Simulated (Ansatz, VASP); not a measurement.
# PbS: VASP beside Ansatz

```xyz
2
Lattice="0.0000 3.3996 3.3996 3.3996 0.0000 3.3996 3.3996 3.3996 0.0000" Properties=species:S:1:pos:R:3 pbc="T T T"
Pb    0.0000    0.0000    0.0000
S     1.6998    1.6998    1.6998
```

Alike in both runs: task single point; functional PBE; k mesh 10 × 10 × 10; occupations gaussian, width 0.05 eV; no spin polarisation.

|  | VASP | Ansatz |
| --- | --- | --- |
| version | VASP 6.6.1 | Ansatz 0.2.0 |
| potentials or method | VASP PAW PBE potentials, release 64 (Pb_d, S), cutoff 520 eV | scalar-relativistic, plane waves, PAW |
| valence electrons in the cell | 20 | 20 |

|  | VASP | Ansatz | Ansatz less VASP |
| --- | --- | --- | --- |
| gap on the k mesh at the Fermi level (eV) | 1.02 | 1.02 | -0.003 |
| least direct gap on the mesh (eV) | 1.37 | 1.37 | -0.003 |
| pressure (GPa) | -2.1 | -2.1 | +0.04 |

Neither program's run includes spin-orbit coupling.
